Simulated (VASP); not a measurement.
# GaSb (I-4m2) in VASP: further runs

Runs on GaSb. Level: LDA. Tasks: single point.

Everything below comes from runs of VASP 6.6.1. Logs are shortened: lines on timing, memory, paths and dates and some standing lists are left out, and cuts for length are marked.

**1. The cell of the first run**

It takes space group I-4m2 (No. 119, tetragonal). Conventional cell: a = 4.481 Å, b = 4.481 Å, c = 5.703 Å, α = 90.00°, β = 90.00°, γ = 90.00°. Within 3.5 Å of Ga (site symmetry -4m2) lie 4 Sb at 2.66 Å. Within 3.5 Å of Sb (site symmetry -4m2) lie 4 Ga at 2.66 Å.

**2. Single point, LDA**

INCAR reads:

```
SYSTEM = GaSb
PREC = Accurate
ENCUT = 500
EDIFF = 1E-6
ISMEAR = 0
SIGMA = 0.02
LREAL = .False.
LASPH = .True.
NELM = 120
ALGO = Normal
ISIF = 2
LWAVE = .False.
LCHARG = .False.
GGA = CA
NBANDS = 16
GGA_COMPAT = .False.
```

KPOINTS reads:

```
Automatic mesh
0
Gamma
  5 5 5
  0 0 0
```

POSCAR reads:

```
GaSb
1.0
    0.0000000000      3.1683414119      2.8515072707
    3.1683414119      0.0000000000      2.8515072707
    3.1683414119      3.1683414119      0.0000000000
Ga Sb
1 1
Direct
    0.0000000000      0.0000000000      0.0000000000
    0.2500000000      0.2500000000      0.2500000000
```

Potentials or basis: VASP PAW LDA potentials, release 64 (Ga_d, Sb).

The run is started by

```bash
$ cat potpaw_LDA.64/Ga_d/POTCAR potpaw_LDA.64/Sb/POTCAR > POTCAR
$ mpirun -np 1 vasp_std > vasp.out
```

OUTCAR:

```text
SYSTEM = GaSb
   PREC = Accurate
   ENCUT = 500
   EDIFF = 1E-6
   ISMEAR = 0
   LREAL = .False.
   LASPH = .True.
   NELM = 120
   ISIF = 2
   GGA = CA

 ion  position               nearest neighbor table
   1  0.000  0.000  0.000-   2 2.66   2 2.66   2 2.66   2 2.66
   2  0.250  0.250  0.250-   1 2.66   1 2.66   1 2.66   1 2.66

  LATTYP: Found a body centered tetragonal cell.
 ALAT       =     4.4807113949
 C/A-ratio  =     1.2727922061

  Lattice vectors:

 A1 = (   0.0000000000,  -3.1683414119,  -2.8515072707)
 A2 = (   0.0000000000,   3.1683414119,  -2.8515072707)
 A3 = (   3.1683414119,   0.0000000000,   2.8515072707)

Analysis of symmetry for initial positions (statically):
=====================================================================
 Subroutine PRICEL returns:
 Original cell was already a primitive cell.

 Routine SETGRP: Setting up the symmetry group for a
 body centered tetragonal supercell.

 Subroutine GETGRP returns: Found  8 space group operations
 (whereof  8 operations were pure point group operations)
 out of a pool of 16 trial point group operations.

The static configuration has the point symmetry D_2d.

Analysis of symmetry for dynamics (positions and initial velocities):
=====================================================================
 Subroutine PRICEL returns:
 Original cell was already a primitive cell.

 Routine SETGRP: Setting up the symmetry group for a
 body centered tetragonal supercell.

 Subroutine GETGRP returns: Found  8 space group operations
 (whereof  8 operations were pure point group operations)
 out of a pool of 16 trial point group operations.

The dynamic configuration has the point symmetry D_2d.

 Subroutine INISYM returns: Found  8 space group operations
 (whereof  8 operations are pure point group operations),
 and found     1 'primitive' translations

----------------------------------------------------------------------------------------

                                     Primitive cell

  volume of cell :      57.2491

  direct lattice vectors                    reciprocal lattice vectors
     0.000000000  3.168341412  2.851507271    -0.157811276  0.157811276  0.175345862
     3.168341412  0.000000000  2.851507271     0.157811276 -0.157811276  0.175345862
     3.168341412  3.168341412  0.000000000     0.157811276  0.157811276 -0.175345862

  length of vectors
     4.262567421  4.262567421  4.480711395     0.283822072  0.283822072  0.283822072

  position of ions in fractional coordinates (direct lattice)
     0.000000000  0.000000000  0.000000000
     0.250000000  0.250000000  0.250000000

  ion indices of the primitive-cell ions
   primitive index   ion index
                 1           1
                 2           2

----------------------------------------------------------------------------------------

 KPOINTS: Automatic mesh

Automatic generation of k-mesh.
 Grid dimensions read from file:
 generate k-points for:    5    5    5

 Generating k-lattice:

  Cartesian coordinates                     Fractional coordinates (reciprocal lattice)
    -0.031562255  0.031562255  0.035069172     0.200000000 -0.000000000  0.000000000
     0.031562255 -0.031562255  0.035069172    -0.000000000  0.200000000  0.000000000
     0.031562255  0.031562255 -0.035069172     0.000000000  0.000000000  0.200000000

  Length of vectors
     0.056764414  0.056764414  0.056764414

  Shift w.r.t. Gamma in fractional coordinates (k-lattice)
     0.000000000  0.000000000  0.000000000

 Subroutine IBZKPT returns following result:
 ===========================================

 Found     18 irreducible k-points:

 Following reciprocal coordinates:
            Coordinates               Weight
  0.000000  0.000000  0.000000      1.000000
  0.200000  0.000000  0.000000      8.000000
  0.400000  0.000000  0.000000      8.000000
  0.200000  0.200000  0.000000      2.000000
  0.400000  0.200000  0.000000      8.000000
 -0.400000  0.200000  0.000000      8.000000
[... 10 lines left out ...]
 -0.400000 -0.000000  0.400000      8.000000
 -0.400000  0.200000  0.400000      8.000000
   k-points           NKPTS =     18   k-points in BZ     NKDIM =     18   number of bands    NBANDS=     16
   number of dos      NEDOS =    301   number of ions     NIONS =      2
   total plane-waves  NPLWV =  36864
   dimension x,y,z NGX =    32 NGY =   32 NGZ =   36
   dimension x,y,z NGXF=    64 NGYF=   64 NGZF=   72
   ions per type =               1   1
   NGX,Y,Z   is equivalent  to a cutoff of  12.48, 12.48, 13.36 a.u.
   NGXF,Y,Z  is equivalent  to a cutoff of  24.96, 24.96, 26.71 a.u.
 SYSTEM =  GaSb
   PREC   = accura    normal or accurate (medium, high low for compatibility)
   ISTART =      0    job   : 0-new  1-cont  2-samecut
   ICHARG =      2    charge: 1-file 2-atom 10-const
   ISPIN  =      1    spin polarized calculation?
   LNONCOLLINEAR =      F non collinear calculations
   LSORBIT =      F    spin-orbit coupling
   LASPH  =      T    aspherical Exc in radial PAW
   ENCUT  =  500.0 eV  36.75 Ry    6.06 a.u.   7.77  7.77  8.17*2*pi/ulx,y,z
   NELM   =    120;   NELMIN=  2; NELMDL= -5     # of ELM steps
   EDIFF  = 0.1E-05   stopping-criterion for ELM
   LREAL  =      F    real-space projection
   EDIFFG = 0.1E-04   stopping-criterion for IOM
   NSW    =      0    number of steps for IOM
   IBRION =     -1    ionic relax: 0-MD 1-quasi-New 2-CG
   NFREE  =      0    steps in history (QN), initial steepest desc. (CG)
   ISIF   =      2    stress and relaxation
   ISYM   =      2    0-nonsym 1-usesym 2-fastsym
   POTIM  = 0.5000    time-step for ionic-motion
   TEBEG  =    0.0;   TEEND  =   0.0 temperature during run
   PSTRESS=    0.0 pullay stress
   NELECT =      18.0000    total number of electrons
   NUPDOWN=      -1.0000    fix difference up-down
   EMIN   =  10.00;   EMAX   =-10.00  energy-range for DOS
   EFERMI =   0.00;   METHOD = LEGACY
   ISMEAR =     0;   SIGMA  =   0.02  broadening in eV -4-tet -1-fermi 0-gaus
   EFERMI_NEDOS =   21; number of points for ismear=-14 and -15
   IALGO  =     38    algorithm
   IMIX   =      4    mixing-type and parameters
     AMIX     =   0.40;   BMIX     =  1.00
     AMIX_MAG =   1.60;   BMIX_MAG =  1.00
  volume/ion in A,a.u.               =      28.62       193.17
  Fermi-wavevector in a.u.,A,eV,Ry     =   1.113208  2.103657 16.860766  1.239231
  Thomas-Fermi vector in A             =   2.249790
   LORBIT       =      0    0 simple, 1 ext, 2 COOP (PROOUT), +10 PAW based schemes
   GGA     = CA    functional components
   LHFCALC =     F    Hartree Fock is set to
   AEXX    =    0.0000 exact exchange contribution
   IVDW    =     0    specifies the selected vdW correction
   LEPSILON=     F    determine dielectric tensor
   LRPA    =     F    only Hartree local field effects (RPA)
 non-spin polarized calculation
 Gauss-broadening in eV      SIGMA  =   0.02
  energy-cutoff  :      500.00
  volume of cell :       57.25
 maximum number of plane-waves:      1470
   NGX = 15   NGY = 15   NGZ = 17

 number of electron      18.0000000 magnetization

 Free energy of the ion-electron system (eV)
  ---------------------------------------------------
  ext. energy  EPLUGINS =         0.00000000
  ---------------------------------------------------
  free energy    TOTEN  =        -8.53845238 eV

  energy without entropy =       -8.53845238  energy(sigma->0) =       -8.53845238

 E-fermi :   4.6360     XC(G=0):  -9.3999

 val. band max:        4.5172534217   @ k =   0.0000   0.0000   0.0000
 cond. band min:       4.9261000452   @ k =   0.4000   0.4000   0.0000
 fundamental gap:      0.4088466235
 Fermi energy:         4.6360014580

 k-point     1 :       0.0000    0.0000    0.0000
  band No.  band energies     occupation
      1     -10.4653      2.00000
      2     -10.4653      2.00000
      3     -10.4520      2.00000
      4     -10.4211      2.00000
      5     -10.4075      2.00000
      6      -6.8016      2.00000
[... 8 lines left out ...]
     15      12.4317      0.00000
     16      13.4106      0.00000

 k-point     2 :       0.2000    0.0000    0.0000
  band No.  band energies     occupation
      1     -10.4713      2.00000
      2     -10.4612      2.00000
      3     -10.4517      2.00000
      4     -10.4217      2.00000
      5     -10.4071      2.00000
      6      -6.3992      2.00000
[... 8 lines left out ...]
     15      11.8706      0.00000
     16      12.6625      0.00000

 k-point     3 :       0.4000    0.0000    0.0000
  band No.  band energies     occupation
      1     -10.4850      2.00000
      2     -10.4557      2.00000
      3     -10.4476      2.00000
      4     -10.4218      2.00000
      5     -10.4053      2.00000
      6      -5.4334      2.00000
[... 8 lines left out ...]
     15      13.6100      0.00000
     16      13.7789      0.00000

 k-point     4 :       0.2000    0.2000    0.0000
  band No.  band energies     occupation
      1     -10.4715      2.00000
      2     -10.4570      2.00000
      3     -10.4570      2.00000
      4     -10.4257      2.00000
      5     -10.4051      2.00000
      6      -6.1992      2.00000
[... 8 lines left out ...]
     15      13.0243      0.00000
     16      13.1743      0.00000
[... 210 lines left out ...]
 k-point    16 :       0.4000    0.0000    0.4000
  band No.  band energies     occupation
      1     -10.5002      2.00000
      2     -10.4396      2.00000
      3     -10.4369      2.00000
      4     -10.4240      2.00000
      5     -10.4094      2.00000
      6      -4.9418      2.00000
[... 8 lines left out ...]
     15      15.1213      0.00000
     16      15.6917      0.00000

 k-point    17 :      -0.4000   -0.0000    0.4000
  band No.  band energies     occupation
      1     -10.4995      2.00000
      2     -10.4409      2.00000
      3     -10.4380      2.00000
      4     -10.4238      2.00000
      5     -10.4090      2.00000
      6      -4.4513      2.00000
[... 8 lines left out ...]
     15      14.4075      0.00000
     16      15.7654      0.00000

 k-point    18 :      -0.4000    0.2000    0.4000
  band No.  band energies     occupation
      1     -10.4953      2.00000
      2     -10.4456      2.00000
      3     -10.4393      2.00000
      4     -10.4218      2.00000
      5     -10.4095      2.00000
      6      -4.7009      2.00000
[... 8 lines left out ...]
     15      13.3863      0.00000
     16      15.4275      0.00000

------------------------ aborting loop because EDIFF is reached ----------------------------------------

  FORCE on cell =-STRESS in cart. coord.  units (eV):
  Direction    XX          YY          ZZ          XY          YZ          ZX
  --------------------------------------------------------------------------------------
  -------------------------------------------------------------------------------------
  Total       -0.9720354     -0.9720354      0.3694371      0.0000000      0.0000000      0.0000000
  in kB      -27.2034646    -27.2034646     10.3390975      0.0000000      0.0000000      0.0000000
  external PRESSURE =     -14.6892773 kB  Pullay stress =       0.0000000 kB

 VOLUME and BASIS-vectors are now :
 -----------------------------------------------------------------------------
  energy-cutoff  :      500.00
  volume of cell :       57.25
      direct lattice vectors                 reciprocal lattice vectors
     0.000000000  3.168341412  2.851507271    -0.157811276  0.157811276  0.175345862
     3.168341412  0.000000000  2.851507271     0.157811276 -0.157811276  0.175345862
     3.168341412  3.168341412  0.000000000     0.157811276  0.157811276 -0.175345862

 POSITION                                       TOTAL-FORCE (eV/Angst)
 -----------------------------------------------------------------------------------
      0.00000      0.00000      0.00000        -0.000000     -0.000000      0.000000
      1.58417      1.58417      1.42575         0.000000      0.000000     -0.000000
 -----------------------------------------------------------------------------------
    total drift:                               -0.000001     -0.000001     -0.000005

  FREE ENERGIE OF THE ION-ELECTRON SYSTEM (eV)
  ---------------------------------------------------
  free  energy   TOTEN  =        -8.5384523768 eV

  energy  without entropy=       -8.5384523768  energy(sigma->0) =       -8.53845238
```

It took 5.4 s on 1 thread of Intel Xeon 6975P-C (Granite Rapids), shared host; peak memory 0.16 GiB.

What came out:

- Free energy: -8.5385 eV
- Pressure: -1.5 GPa
- Band gap on the k mesh: 0.41 eV, indirect (least direct gap 0.52 eV)

Caveat: spin-orbit coupling is left out, which moves the levels of the heavy elements.

**3. Single point, LDA**

INCAR reads:

```
SYSTEM = GaSb
  ALGO = Normal
  EDIFF = 1E-6
  ENCUT = 500
  GGA_COMPAT = .FALSE.
  ISIF = 2
  ISMEAR = 0
  LASPH = .TRUE.
  LCHARG = .FALSE.
  LREAL = .FALSE.
  LWAVE = .FALSE.
  NBANDS = 16
  NELM = 120
  PREC = Accurate
  SIGMA = 0.02
```

KPOINTS reads:

```
k-points
0
G
  5 5 5
  0 0 0
```

POSCAR reads:

```
GaSb
1.0
    0.0000000000      3.1301649067      2.9214872462
    3.1301649067      0.0000000000      2.9214872462
    3.1301649067      3.1301649067      0.0000000000
Ga Sb
1 1
Direct
    0.0000000000      0.0000000000      0.0000000000
    0.2500000000      0.2500000000      0.2500000000
```

Potentials or basis: VASP PAW LDA potentials, release 64 (Ga_d, Sb).

The run is started by

```bash
$ cat potpaw_LDA.64/Ga_d/POTCAR potpaw_LDA.64/Sb/POTCAR > POTCAR
$ mpirun -np 1 vasp_std > vasp.out
```

OUTCAR:

```text
SYSTEM = GaSb
   EDIFF = 1E-6
   ENCUT = 500
   ISIF = 2
   ISMEAR = 0
   LASPH = .TRUE.
   LREAL = .FALSE.
   NELM = 120
   PREC = Accurate

 ion  position               nearest neighbor table
   1  0.000  0.000  0.000-   2 2.65   2 2.65   2 2.65   2 2.65
   2  0.250  0.250  0.250-   1 2.65   1 2.65   1 2.65   1 2.65

  LATTYP: Found a body centered tetragonal cell.
 ALAT       =     4.4267216635
 C/A-ratio  =     1.3199326582

  Lattice vectors:

 A1 = (   0.0000000000,  -3.1301649067,  -2.9214872462)
 A2 = (   0.0000000000,   3.1301649067,  -2.9214872462)
[... 519 lines left out ...]

  FORCE on cell =-STRESS in cart. coord.  units (eV):
  Direction    XX          YY          ZZ          XY          YZ          ZX
  --------------------------------------------------------------------------------------
  -------------------------------------------------------------------------------------
  Total       -0.8061128     -0.8061128      0.1245916      0.0000000      0.0000000     -0.0000000
  in kB      -22.5599415    -22.5599415      3.4868306      0.0000000      0.0000000     -0.0000000
  external PRESSURE =     -13.8776842 kB  Pullay stress =       0.0000000 kB

 VOLUME and BASIS-vectors are now :
 -----------------------------------------------------------------------------
  energy-cutoff  :      500.00
  volume of cell :       57.25
      direct lattice vectors                 reciprocal lattice vectors
     0.000000000  3.130164907  2.921487246    -0.159735993  0.159735993  0.171145707
     3.130164907  0.000000000  2.921487246     0.159735993 -0.159735993  0.171145707
     3.130164907  3.130164907  0.000000000     0.159735993  0.159735993 -0.171145707

 POSITION                                       TOTAL-FORCE (eV/Angst)
 -----------------------------------------------------------------------------------
      0.00000      0.00000      0.00000        -0.000000     -0.000000      0.000000
      1.56508      1.56508      1.46074         0.000000      0.000000      0.000000
 -----------------------------------------------------------------------------------
    total drift:                                0.000000      0.000000      0.000000

  FREE ENERGIE OF THE ION-ELECTRON SYSTEM (eV)
  ---------------------------------------------------
  free  energy   TOTEN  =        -8.5661620420 eV

  energy  without entropy=       -8.5661620420  energy(sigma->0) =       -8.56616204
```

OSZICAR:

```text
N       E                     dE             d eps       ncg     rms          rms(c)
DAV:   1     0.839607905398E+02    0.83961E+02   -0.83389E+03   576   0.129E+03
DAV:   2    -0.195945232854E+01   -0.85920E+02   -0.82916E+02   688   0.301E+02
DAV:   3    -0.857237797970E+01   -0.66129E+01   -0.65968E+01   720   0.663E+01
DAV:   4    -0.869059903200E+01   -0.11822E+00   -0.11820E+00   752   0.101E+01
DAV:   5    -0.869349467893E+01   -0.28956E-02   -0.28956E-02   720   0.140E+00    0.330E+00
DAV:   6    -0.860275870134E+01    0.90736E-01   -0.75416E-02   872   0.415E+00    0.191E+00
DAV:   7    -0.856640957008E+01    0.36349E-01   -0.50090E-02   672   0.169E+00    0.304E-01
DAV:   8    -0.856607280076E+01    0.33677E-03   -0.48265E-03   696   0.783E-01    0.982E-02
DAV:   9    -0.856616853789E+01   -0.95737E-04   -0.38686E-04   760   0.167E-01    0.402E-02
DAV:  10    -0.856615978976E+01    0.87481E-05   -0.16776E-05   760   0.339E-02    0.140E-02
DAV:  11    -0.856616206654E+01   -0.22768E-05   -0.48939E-06   696   0.193E-02    0.566E-03
DAV:  12    -0.856616204198E+01    0.24562E-07   -0.20975E-07   472   0.344E-03
   1 F= -.85661620E+01 E0= -.85661620E+01  d E =-.653296E-19
```

It took 4.6 s on 1 thread of Intel Xeon 6975P-C (Granite Rapids), shared host; peak memory 0.15 GiB.

Results:

| Item | Value |
| --- | --- |
| Free energy | -8.5662 eV |
| Pressure | -1.4 GPa |
| Band gap on the k mesh | 0.36 eV, direct |

Levels at points of the mesh, in eV from the valence-band top:
```
           k point  band 5  band 6  band 7  band 8  band 9  band 10  band 11  band 12  band 13  band 14
(0.00, 0.00, 0.00)  -14.98  -11.39   -0.04    0.00    0.00     0.36     2.75     2.95     2.95     5.73
```

Caveat: spin-orbit coupling is left out, which moves the levels of the heavy elements. A k mesh can miss the band edges.

**4. Single point, LDA**

This run uses another cell than the first one, of the same volume but with other edges.

INCAR reads:

```
PREC = Accurate
ENCUT = 500
EDIFF = 1E-6
ISMEAR = 0
SIGMA = 0.02
LREAL = False
LASPH = True
NELM = 120
ALGO = Normal
ISIF = 2
LWAVE = False
LCHARG = False
GGA = CA
NBANDS = 16
GGA_COMPAT = False
```

KPOINTS reads:

```
regular mesh
0
Gamma
  5 5 5
```

POSCAR reads:

```
GaSb
1.0
    0.0000000000      3.0937643397      2.9906388618
    3.0937643397      0.0000000000      2.9906388618
    3.0937643397      3.0937643397      0.0000000000
Ga Sb
1 1
Direct
    0.0000000000      0.0000000000      0.0000000000
    0.2500000000      0.2500000000      0.2500000000
```

The run is started by

```bash
$ cat potpaw_LDA.64/Ga_d/POTCAR potpaw_LDA.64/Sb/POTCAR > POTCAR
$ mpirun -np 1 vasp_std > vasp.out
```

Wall time 4.5 s (1 thread of Intel Xeon 6975P-C (Granite Rapids), shared host); peak memory 0.16 GiB.

Results (log left out):

```yaml
Free_energy: -8.5825 eV
Pressure: -1.3 GPa
Band_gap_on_the_k_mesh: 0.18 eV, direct
```

Stress tensor (GPa, compression positive):
```
-1.75  0.00  0.00
 0.00 -1.75  0.00
 0.00  0.00 -0.50
```

Levels at points of the mesh, in eV from the valence-band top:
| k point | band 7 | band 8 | band 9 | band 10 | band 11 | band 12 |
| --- | --- | --- | --- | --- | --- | --- |
| (0.00, 0.00, 0.00) | -0.08 | 0.00 | 0.00 | 0.18 | 2.74 | 2.84 |

Caveat: spin-orbit coupling is left out, which moves the levels of the heavy elements.

**5. Overview**

```csv
cell,gap on the mesh (eV),pressure (GPa)
"a = 4.263, b = 4.263, c = 4.481 Å, angles 58.3, 58.3, 63.4°, 2 atoms",0.41,-1.5
"a = 4.282, b = 4.282, c = 4.427 Å, angles 58.9, 58.9, 62.3°, 2 atoms",0.36,-1.4
"a = 4.303, b = 4.303, c = 4.375 Å, angles 59.4, 59.4, 61.1°, 2 atoms",0.18,-1.3
```

Alike in all rows: task single point; level LDA; potentials or basis VASP PAW LDA potentials, release 64 (Ga_d, Sb); no spin polarisation; k mesh 5 × 5 × 5; cutoff (eV) 500; smearing gaussian 0.02 eV.

Caveats: spin-orbit coupling is left out, which moves the levels of the heavy elements.

Absolute energies hang on the potentials; compare differences alone.
